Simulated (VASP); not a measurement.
Here is a VASP 6.6.1 calculation.

File INCAR:

```
PREC = Accurate
ENCUT = 600
EDIFF = 1E-7
ISMEAR = 0
SIGMA = 0.05
LREAL = False
LASPH = True
NELM = 80
ALGO = Normal
ISIF = 4
LWAVE = False
LCHARG = False
GGA = PE
IVDW = 12
IBRION = 2
NSW = 60
EDIFFG = -0.01
```

KPOINTS

```
regular mesh
0
Gamma
  12 12 4
```

The input POSCAR:

```
BN
1.0
    2.4461239732      0.0000000000      0.0000000000
   -1.2230619866      2.1184055016      0.0000000000
    0.0000000000      0.0000000000      5.5553926135
B N
2 2
Direct
    0.3333333333      0.6666666667      0.2500000000
    0.6666666667      0.3333333333      0.7500000000
    0.3333333333      0.6666666667      0.7500000000
    0.6666666667      0.3333333333      0.2500000000
```

Potentials or basis: VASP PAW PBE potentials, release 64 (B, N).

Launch:

```bash
$ cat potpaw_PBE.64/B/POTCAR potpaw_PBE.64/N/POTCAR > POTCAR
$ mpirun -np 1 vasp_std > vasp.out
```

(1) Estimate the dispersion energy per atom.

(2) Predict the band gap on the k mesh.

## Answers

(1) -0.182 eV.

(2) 3.93 eV (least direct gap 4.38 eV).
